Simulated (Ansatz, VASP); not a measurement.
C in VASP and in Ansatz

```xyz
2
Lattice="0.0000 2.2793 2.2793 2.2793 0.0000 2.2793 2.2793 2.2793 0.0000" Properties=species:S:1:pos:R:3 pbc="T T T"
C     2.2793    2.2793    2.2793
C     3.4189    3.4189    3.4189
```

Alike in both runs: task single point; functional PBEsol; k mesh 10 × 10 × 10; occupations gaussian, width 0.02 eV; no spin polarisation.

|  | VASP | Ansatz |
| --- | --- | --- |
| version | VASP 6.6.1 | Ansatz 0.2.0 |
| potentials or method | VASP PAW PBE potentials, release 64 (C), cutoff 520 eV | scalar-relativistic, plane waves, PAW |
| valence electrons in the cell | 8 | 8 |

Ansatz gave:

```
gap on the k mesh at the Fermi level (eV) : 0.77
least direct gap on the mesh (eV)         : 0.77
pressure (GPa)                            : -72.3
```

Task: What did VASP give for the same quantities?

Result: gap on the k mesh at the Fermi level (eV): 0.78; least direct gap on the mesh (eV): 0.78; pressure (GPa): -72.3.

VASP's potentials were made for PBE, not for PBEsol. Both programs put the cell under strong tension, so it lies far from rest at this level.

Noted on VASP's run: the cell as given lies far from equilibrium.
